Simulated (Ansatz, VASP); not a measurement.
**AlO in VASP and in Ansatz**

```xyz
4
Lattice="3.3393 0.0000 0.0000 0.0000 3.3393 0.0000 0.0000 0.0000 4.2196" Properties=species:S:1:pos:R:3 pbc="T T T"
Al    0.0000    1.6697    0.9920
Al    1.6697    0.0000    3.2275
O     0.0000    0.0000    0.0000
O     1.6697    1.6697    0.0000
```

Alike in both runs: task single point; functional PBE; k mesh 6 × 6 × 4; occupations gaussian, width 0.1 eV; no spin polarisation.

|  | VASP | Ansatz |
| --- | --- | --- |
| version | VASP 6.6.1 | Ansatz 0.2.0 |
| potentials or method | VASP PAW PBE potentials, release 64 (Al, O), cutoff 520 eV | scalar-relativistic, plane waves, PAW |
| valence electrons in the cell | 18 | 18 |

Ansatz gave:

```
gap on the k mesh at the Fermi level (eV)                     : none
pressure (GPa)                                                : 2.4
traceless stress, the component that is largest in VASP (GPa) : -9.83
rms of the force components (eV/Å)                            : 1.153
```

**Question.** Which values does VASP return?

**Answer.** gap on the k mesh at the Fermi level (eV): none; pressure (GPa): 2.4; traceless stress, the component that is largest in VASP (GPa): -10.03; rms of the force components (eV/Å): 1.153.

Atom by atom the forces differ by 0.001 eV/Å (rms over components). A gap of «none» marks a metal or a gap that the smearing closes.

The k mesh is coarse, so the values compare programs but aren't converged.
